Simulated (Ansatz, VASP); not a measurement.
One calculation of Sn3PbS4, two programs

File INCAR:

```
SYSTEM = Sn3PbS4
PREC     = Accurate       ! precision mode
ENCUT    = 600            ! plane-wave cutoff, eV
EDIFF    = 1E-6           ! SCF threshold, eV
ISMEAR   = 0              ! smearing method
SIGMA    = 0.1            ! smearing width, eV
LREAL    = .False.        ! projectors in reciprocal space
LASPH    = .True.         ! aspherical terms in the spheres
NELM     = 100            ! most SCF steps
ALGO     = Normal         ! electronic algorithm
ISIF     = 3              ! what is computed and relaxed
LWAVE    = .False.        ! write WAVECAR
LCHARG   = .False.        ! write CHGCAR
GGA      = PE             ! functional
IBRION   = 2              ! ionic algorithm
NSW      = 100            ! ionic steps
EDIFFG   = -0.01          ! ionic threshold
```

The input KPOINTS:

```
regular mesh
0
Gamma
  6 6 6
  0 0 0
```

POSCAR

```
Sn3PbS4
1.0
    5.8945701000      0.0000000000      0.0000000000
    0.0000000000      5.8945701000      0.0000000000
    0.0000000000      0.0000000000      5.8945701000
Sn Pb S
3 1 4
Direct
    0.0000000000      0.5000000000      0.5000000000
    0.5000000000      0.5000000000      0.0000000000
    0.5000000000      0.0000000000      0.5000000000
    0.0000000000      0.0000000000      0.0000000000
    0.5000000000      0.0000000000      0.0000000000
    0.0000000000      0.0000000000      0.5000000000
    0.5000000000      0.5000000000      0.5000000000
    0.0000000000      0.5000000000      0.0000000000
```

Input for Ansatz:

```yaml
crystal:
  lattice:
    - [5.8945701, 0.0, 0.0]
    - [0.0, 5.8945701, 0.0]
    - [0.0, 0.0, 5.8945701]
  atoms:
    - { symbol: Sn, position: [0.0, 0.5, 0.5] }
    - { symbol: Sn, position: [0.5, 0.5, 0.0] }
    - { symbol: Sn, position: [0.5, 0.0, 0.5] }
    - { symbol: Pb, position: [0.0, 0.0, 0.0] }
    - { symbol: S, position: [0.5, 0.0, 0.0] }
    - { symbol: S, position: [0.0, 0.0, 0.5] }
    - { symbol: S, position: [0.5, 0.5, 0.5] }
    - { symbol: S, position: [0.0, 0.5, 0.0] }
basis:
  ecutwfc: 420
kpoints:
  mp_grid: { grid: [6, 6, 6] }
hamiltonian:
  xc: pbe
scf:
  occupations: { method: gaussian, width: 0.1 }
output:
  forces: true
  stress: true
  eigenvalues: true
relax:
  adjacent_minimum: "off"
  f_tol: 0.01
  max_steps: 80
  cell: { stress_tol: 0.05 }
```

Alike in both runs: task relaxation of cell and atoms; functional PBE; k mesh 6 × 6 × 6; occupations gaussian, width 0.1 eV; no spin polarisation.

```csv
,VASP,Ansatz
version,VASP 6.6.1,Ansatz 0.2.0
potentials or method,"VASP PAW PBE potentials, release 64 (Sn_d, Pb_d, S), cutoff 600 eV","scalar-relativistic, plane waves, PAW"
valence electrons in the cell,80,80
```

|  | VASP | Ansatz | Ansatz less VASP |
| --- | --- | --- | --- |
| gap on the k mesh at the Fermi level, each at its own relaxed structure (eV) | none | none | - |
| relaxed volume (Å³/atom) | 25.56 | 25.60 | +0.038 |
| relaxed cell length with the largest relative difference (Å) | 5.892 | 5.895 | +0.0029 |

A gap of «none» marks a metal or a gap that the smearing closes.

Spin-orbit coupling is off throughout.
